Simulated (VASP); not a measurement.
# PtS2 (P-3m1) in VASP: a series of runs

PtS2 is run at these levels: PBE+U; tasks: single point.

Everything below comes from runs of VASP 6.6.1. Logs are shortened: lines on timing, memory, paths and dates and some standing lists are left out, and cuts for length are marked.

## Step 1: The cell of the first run

It takes space group P-3m1 (No. 164, trigonal). Conventional cell: a = 3.543 Å, b = 3.543 Å, c = 5.039 Å, α = 90.00°, β = 90.00°, γ = 120.00°. Pt (site symmetry -3m) has 6 S at 2.34 Å within 3.1 Å. S (site symmetry 3m) has 3 Pt at 2.34 Å and 3 S at 3.07 Å within 3.1 Å.

## Step 2: Single point, PBE+U

Input file INCAR:

```
SYSTEM = PtS2
PREC     = Accurate       ! precision mode
ENCUT    = 520            ! plane-wave cutoff, eV
EDIFF    = 1E-6           ! SCF threshold, eV
ISMEAR   = -1             ! smearing method
SIGMA    = 0.05           ! smearing width, eV
LREAL    = .False.        ! projectors in reciprocal space
LASPH    = .True.         ! aspherical terms in the spheres
NELM     = 150            ! most SCF steps
ALGO     = Normal         ! electronic algorithm
ISIF     = 2              ! what is computed and relaxed
LWAVE    = .False.        ! write WAVECAR
LCHARG   = .False.        ! write CHGCAR
LMAXMIX  = 4              ! l up to which the mixer works
LDAU     = .True.         ! DFT+U
LDAUTYPE = 2            
LDAUL    = 2 -1           ! shell
LDAUU    = 2 0            ! U, eV
LDAUJ    = 0 0          
LDAUPRINT= 1            
GGA      = PE             ! functional
NBANDS   = 18             ! bands
```

Input file KPOINTS:

```
regular mesh
0
Gamma
  9 9 5
  0 0 0
```

Input file POSCAR:

```
PtS2
1.0
    3.5432000000      0.0000000000      0.0000000000
   -1.7716000000      3.0685012107      0.0000000000
    0.0000000000      0.0000000000      5.0388000000
Pt S
1 2
Direct
    0.0000000000      0.0000000000      0.0000000000
    0.6666666667      0.3333333333      0.7730000000
    0.3333333333      0.6666666667      0.2270000000
```

Potentials or basis: VASP PAW PBE potentials, release 64 (Pt, S).

Run with:

```sh
$ cat potpaw_PBE.64/Pt/POTCAR potpaw_PBE.64/S/POTCAR > POTCAR
$ mpirun -np 1 vasp_std > vasp.out
```

OUTCAR:

```text
SYSTEM = PtS2
   PREC = Accurate
   ENCUT = 520
   EDIFF = 1E-6
   ISMEAR = -1
   LREAL = .False.
   LASPH = .True.
   NELM = 150
   ISIF = 2
   GGA = PE

 ion  position               nearest neighbor table
   1  0.000  0.000  0.000-   2 2.34   3 2.34   2 2.34   3 2.34   2 2.34   3 2.34
   2  0.667  0.333  0.773-   1 2.34   1 2.34   1 2.34
   3  0.333  0.667  0.227-   1 2.34   1 2.34   1 2.34

  LATTYP: Found a hexagonal cell.
 ALAT       =     3.5432000000
 C/A-ratio  =     1.4221043125

  Lattice vectors:

 A1 = (   3.5432000000,   0.0000000000,   0.0000000000)
 A2 = (  -1.7716000000,   3.0685012107,   0.0000000000)
 A3 = (   0.0000000000,   0.0000000000,   5.0388000000)

Analysis of symmetry for initial positions (statically):
=====================================================================
 Subroutine PRICEL returns:
 Original cell was already a primitive cell.

 Routine SETGRP: Setting up the symmetry group for a
 hexagonal supercell.

 Subroutine GETGRP returns: Found 12 space group operations
 (whereof 12 operations were pure point group operations)
 out of a pool of 24 trial point group operations.

The static configuration has the point symmetry D_3d.

Analysis of symmetry for dynamics (positions and initial velocities):
=====================================================================
 Subroutine PRICEL returns:
 Original cell was already a primitive cell.

 Routine SETGRP: Setting up the symmetry group for a
 hexagonal supercell.

 Subroutine GETGRP returns: Found 12 space group operations
 (whereof 12 operations were pure point group operations)
 out of a pool of 24 trial point group operations.

The dynamic configuration has the point symmetry D_3d.

 Subroutine INISYM returns: Found 12 space group operations
 (whereof 12 operations are pure point group operations),
 and found     1 'primitive' translations

----------------------------------------------------------------------------------------

                                     Primitive cell

[... 131 lines left out ...]
 NGX is ok and might be reduce to    28
   NGX = 13   NGY = 13   NGZ = 19

atom =   1  type =  1  l = 2

 onsite density matrix

spin component  1

  0.8246 -0.0000  0.0000  0.1103 -0.0000
 -0.0000  0.7750  0.0000  0.0000  0.1103
  0.0000  0.0000  0.9128  0.0000  0.0000
  0.1103  0.0000  0.0000  0.7750  0.0000
 -0.0000  0.1103  0.0000  0.0000  0.8246

spin component  2

  0.8246 -0.0000  0.0000  0.1103 -0.0000
 -0.0000  0.7750  0.0000  0.0000  0.1103
  0.0000  0.0000  0.9128  0.0000  0.0000
  0.1103  0.0000  0.0000  0.7750  0.0000
 -0.0000  0.1103  0.0000  0.0000  0.8246

 occupancies and eigenvectors

  o =  0.6867  v = -0.6248 -0.0000 -0.0000  0.7808  0.0000  0.0000  0.0000  0.0000  0.0000  0.0000      0.0000  0.0000  0.0000  0.0000  0.0000  0.0000  0.0000  0.0000  0.0000  0.0000
  o =  0.6867  v =  0.0000  0.0000  0.0000  0.0000  0.0000 -0.6248 -0.0000 -0.0000  0.7808  0.0000      0.0000  0.0000  0.0000  0.0000  0.0000  0.0000  0.0000  0.0000  0.0000  0.0000
  o =  0.6867  v = -0.0000  0.7808  0.0000  0.0000 -0.6248  0.0000  0.0000  0.0000  0.0000  0.0000      0.0000  0.0000  0.0000  0.0000  0.0000  0.0000  0.0000  0.0000  0.0000  0.0000
  o =  0.6867  v =  0.0000  0.0000  0.0000  0.0000  0.0000 -0.0000  0.7808  0.0000  0.0000 -0.6248      0.0000  0.0000  0.0000  0.0000  0.0000  0.0000  0.0000  0.0000  0.0000  0.0000
  o =  0.9128  v = -0.0000 -0.0000  1.0000 -0.0000 -0.0000  0.0000  0.0000  0.0000  0.0000  0.0000      0.0000  0.0000  0.0000  0.0000  0.0000  0.0000  0.0000  0.0000  0.0000  0.0000
  o =  0.9128  v =  0.0000  0.0000  0.0000  0.0000  0.0000 -0.0000 -0.0000  1.0000 -0.0000 -0.0000      0.0000  0.0000  0.0000  0.0000  0.0000  0.0000  0.0000  0.0000  0.0000  0.0000
  o =  0.9128  v =  0.7808 -0.0000 -0.0000  0.6248 -0.0000  0.0000  0.0000  0.0000  0.0000  0.0000      0.0000  0.0000  0.0000  0.0000  0.0000  0.0000  0.0000  0.0000  0.0000  0.0000
  o =  0.9128  v =  0.0000  0.0000  0.0000  0.0000  0.0000  0.7808 -0.0000 -0.0000  0.6248 -0.0000      0.0000  0.0000  0.0000  0.0000  0.0000  0.0000  0.0000  0.0000  0.0000  0.0000
  o =  0.9128  v =  0.0000  0.0000  0.0000  0.0000  0.0000  0.0000  0.6248  0.0000  0.0000  0.7808      0.0000  0.0000  0.0000  0.0000  0.0000  0.0000  0.0000  0.0000  0.0000  0.0000
  o =  0.9128  v =  0.0000  0.6248  0.0000  0.0000  0.7808  0.0000  0.0000  0.0000  0.0000  0.0000      0.0000  0.0000  0.0000  0.0000  0.0000  0.0000  0.0000  0.0000  0.0000  0.0000

 number of electron      22.0000001 magnetization

 Free energy of the ion-electron system (eV)
  ---------------------------------------------------
  ext. energy  EPLUGINS =         0.00000000
  ---------------------------------------------------
  free energy    TOTEN  =       -13.88351709 eV

  energy without entropy =      -13.88351217  energy(sigma->0) =      -13.88351463

 E-fermi :   7.1395     XC(G=0): -10.5634

 val. band max:        6.6559774872   @ k =   0.1111  -0.0000   0.0000
 cond. band min:       7.6637975835   @ k =   0.0000   0.3333   0.2000
 fundamental gap:      1.0078200962
 Fermi energy:         7.1394837415

 k-point     1 :       0.0000    0.0000    0.0000
  band No.  band energies     occupation
      1      -8.8306      2.00000
      2      -5.6063      2.00000
      3      -0.4937      2.00000
      4      -0.4937      2.00000
      5      -0.4306      2.00000
      6       2.2490      2.00000
[... 481 lines left out ...]
      5       0.8945      2.00000
      6       1.2015      2.00000
[... 10 lines left out ...]
     17      15.2254      0.00000
     18      17.1614      0.00000

 [... further k-points ...]
[... 5 lines left out ...]
  --------------------------------------------------------------------------------------
  -------------------------------------------------------------------------------------
  Total        3.3125418      3.3125418      3.2082152      0.0000000      0.0000000      0.0000000
  in kB       96.8774871     96.8774871     93.8263868      0.0000000      0.0000000      0.0000000
  external PRESSURE =      95.8604536 kB  Pullay stress =       0.0000000 kB

 VOLUME and BASIS-vectors are now :
 -----------------------------------------------------------------------------
  energy-cutoff  :      520.00
  volume of cell :       54.78
      direct lattice vectors                 reciprocal lattice vectors
     3.543200000  0.000000000  0.000000000     0.282230752  0.162946001  0.000000000
    -1.771600000  3.068501211  0.000000000     0.000000000  0.325892001  0.000000000
     0.000000000  0.000000000  5.038800000     0.000000000  0.000000000  0.198459951

 POSITION                                       TOTAL-FORCE (eV/Angst)
 -----------------------------------------------------------------------------------
      0.00000      0.00000      0.00000         0.000000      0.000000      0.000000
      1.77160      1.02283      3.89499         0.000000      0.000000     -1.102757
     -0.00000      2.04567      1.14381        -0.000000     -0.000000      1.102757
 -----------------------------------------------------------------------------------
    total drift:                                0.000000     -0.000000      0.000000

  FREE ENERGIE OF THE ION-ELECTRON SYSTEM (eV)
  ---------------------------------------------------
  free  energy   TOTEN  =       -13.8835170942 eV

  energy  without entropy=      -13.8835121715  energy(sigma->0) =      -13.88351463
```

Wall time 19 s (1 thread of Intel Xeon 6975P-C (Granite Rapids), shared host); peak memory 0.2 GiB.

What came out:

* Free energy: -13.8835 eV
* Pressure: 9.6 GPa
* Largest force: 1.103 eV/Å
* Band gap on the k mesh: 1.01 eV (least direct gap 1.07 eV)

Forces on the atoms (eV/Å):
```
Pt   0.000  0.000  0.000
S    0.000  0.000 -1.103
S    0.000  0.000  1.103
```

Eigenvalues of the final occupation matrices:
```tsv
site	spin	trace	eigenvalues
site 1 d	1	4.11	0.69 0.69 0.91 0.91 0.91
site 1 d	2	4.11	0.69 0.69 0.91 0.91 0.91
```

Caveat: the cell stands under pressure; spin-orbit coupling is left out, which moves the levels of the heavy elements; forces of over 1 eV/Å act on the atoms, so gaps and moduli don't describe the material at rest. A k mesh can miss the band edges.

## Step 3: Single point, PBE+U

Input file INCAR:

```
PREC = Accurate
ENCUT = 520
EDIFF = 1E-7
ISMEAR = -1
SIGMA = 0.05
LREAL = F
LASPH = T
NELM = 150
ALGO = Normal
ISIF = 2
LWAVE = F
LCHARG = F
LMAXMIX = 4
LDAU = T
LDAUTYPE = 2
LDAUL = 2 -1
LDAUU = 3 0
LDAUJ = 0 0
LDAUPRINT = 1
GGA = PE
NBANDS = 18
```

Input file KPOINTS:

```
Automatic mesh
0
Gamma
  9 9 5
```

POSCAR is that of step 2.

Potentials or basis: VASP PAW PBE potentials, release 64 (Pt, S).

Run with:

```sh
$ cat potpaw_PBE.64/Pt/POTCAR potpaw_PBE.64/S/POTCAR > POTCAR
$ mpirun -np 1 vasp_std > vasp.out
```

Run time: 20 s. Hardware: 1 thread of Intel Xeon 6975P-C (Granite Rapids), shared host; peak memory 0.2 GiB.

It converged, with:

- Free energy: -13.2282 eV
- Pressure: 8.7 GPa
- Largest force: 1.037 eV/Å
- Band gap on the k mesh: 0.97 eV (least direct gap 1.06 eV)

Forces on the atoms (eV/Å):
```
Pt   0.000  0.000  0.000
S    0.000  0.000 -1.037
S    0.000  0.000  1.037
```

Stress tensor (GPa, compression positive):
```
8.65 0.00 0.00
0.00 8.65 0.00
0.00 0.00 8.95
```

Levels at points of the mesh, in eV from the valence-band top:
```
           k point  band 9  band 10  band 11  band 12  band 13  band 14
(0.00, 0.00, 0.00)   -1.06    -1.06    -0.06     2.39     2.39     4.90
```

Eigenvalues of the final occupation matrices:
| site | spin | trace | eigenvalues |
| --- | --- | --- | --- |
| site 1 d | 1 | 4.15 | 0.69 0.69 0.92 0.92 0.92 |
| site 1 d | 2 | 4.15 | 0.69 0.69 0.92 0.92 0.92 |

Caveat: the cell stands under pressure; spin-orbit coupling is left out, which moves the levels of the heavy elements; forces of over 1 eV/Å act on the atoms, so gaps and moduli don't describe the material at rest. A k mesh can miss the band edges.

(Continued in part 2 of 2.)
